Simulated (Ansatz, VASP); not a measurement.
One calculation of InSb3, two programs

File INCAR:

```
SYSTEM = InSb3
PREC     = Accurate       ! precision mode
ENCUT    = 520            ! plane-wave cutoff, eV
EDIFF    = 1E-6           ! SCF threshold, eV
ISMEAR   = 0              ! smearing method
SIGMA    = 0.15           ! smearing width, eV
LREAL    = .False.        ! projectors in reciprocal space
LASPH    = .True.         ! aspherical terms in the spheres
NELM     = 100            ! most SCF steps
ALGO     = Normal         ! electronic algorithm
ISIF     = 2              ! what is computed and relaxed
LWAVE    = .False.        ! write WAVECAR
LCHARG   = .False.        ! write CHGCAR
GGA      = PS             ! functional
NBANDS   = 22             ! bands
```

The input KPOINTS:

```
Automatic mesh
0
Gamma
  8 8 8
  0 0 0
```

File POSCAR:

```
InSb3
1.0
    4.7284623064     -0.0550865859     -0.0550865859
   -0.0550865859      4.7284623064     -0.0550865859
   -0.0550865859     -0.0550865859      4.7284623064
In Sb
1 3
Direct
    0.0000000000      0.0000000000      0.0000000000
    0.5000000000      0.0000000000      0.5000000000
    0.0000000000      0.5000000000      0.5000000000
    0.5000000000      0.5000000000      0.0000000000
```

Input for Ansatz:

```yaml
crystal:
  lattice:
    - [4.7284623064, -0.0550865859, -0.0550865859]
    - [-0.0550865859, 4.7284623064, -0.0550865859]
    - [-0.0550865859, -0.0550865859, 4.7284623064]
  atoms:
    - { symbol: In, position: [0.0, 0.0, 0.0] }
    - { symbol: Sb, position: [0.5, 0.0, 0.5] }
    - { symbol: Sb, position: [0.0, 0.5, 0.5] }
    - { symbol: Sb, position: [0.5, 0.5, 0.0] }
basis:
  ecutwfc: 420
kpoints:
  mp_grid: { grid: [8, 8, 8] }
hamiltonian:
  xc: pbesol
  pseudopotentials: { kind: paw, azcp: { folder: soft_1 } }
scf:
  occupations: { method: gaussian, width: 0.15 }
output:
  forces: true
  stress: true
  eigenvalues: true
```

Change from the starting cell: equal engineering shear yz, xz and xy -0.0233, equal normal strain along x, y and z +0.0000.

Alike in both runs: task single point; functional PBEsol; k mesh 8 × 8 × 8; occupations gaussian, width 0.15 eV; no spin polarisation.

|  | VASP | Ansatz |
| --- | --- | --- |
| version | VASP 6.6.1 | Ansatz 0.2.0 |
| potentials or method | VASP PAW PBE potentials, release 64 (In_d, Sb), cutoff 520 eV | scalar-relativistic, plane waves, PAW |
| valence electrons in the cell | 28 | 58 |

|  | VASP | Ansatz | Ansatz less VASP |
| --- | --- | --- | --- |
| gap on the k mesh at the Fermi level (eV) | none | none | - |
| pressure (GPa) | 0.1 | 0.1 | -0.01 |
| traceless stress, the component that is largest in VASP (GPa) | 0.48 | 0.48 | -0.005 |

VASP's potentials were made for PBE, not for PBEsol, and Ansatz warns of the same on its side. A gap of «none» marks a metal or a gap that the smearing closes. VASP's potentials hold 28 valence electrons a cell and Ansatz's 58, so a difference there can come from the potentials and not from the codes.

Spin-orbit coupling is off throughout.
